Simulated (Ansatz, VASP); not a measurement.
CsH5: VASP beside Ansatz

```
Cs H
1.0
     5.25436    0.00000    0.00000
     0.00000    8.49464    0.00000
     0.00000    0.00000    3.42945
Cs H
2 10
Direct
  0.00000 0.00000 0.00000
  0.50000 0.50000 0.00000
  0.49999 0.15059 0.00000
  0.00001 0.65059 0.00000
  0.50001 0.84941 0.00000
  0.99999 0.34941 0.00000
  0.49998 0.88518 0.50000
  0.50002 0.11482 0.50000
  0.50000 0.00000 0.50000
  0.00000 0.50000 0.50000
  0.00002 0.38518 0.50000
  0.99998 0.61482 0.50000
```

Alike in both runs: functional PBE; k mesh 8 × 4 × 10; occupations gaussian, width 0.1 eV; no spin polarisation.

Ansatz relaxed the structure, and its values are those at the end. VASP's run is a single point on that final structure, the one shown.

|  | VASP | Ansatz |
| --- | --- | --- |
| version | VASP 6.6.1 | Ansatz 0.2.0 |
| potentials or method | VASP PAW PBE potentials, release 64 (Cs_sv, H), cutoff 520 eV | scalar-relativistic, plane waves, PAW |
| valence electrons in the cell | 28 | 28 |

```tsv
	VASP	Ansatz	Ansatz less VASP
gap on the k mesh at the Fermi level (eV)	none	none	-
pressure (GPa)	0.0	0.0	+0.01
```

A gap of «none» marks a metal or a gap that the smearing closes.

Neither program's run includes spin-orbit coupling.
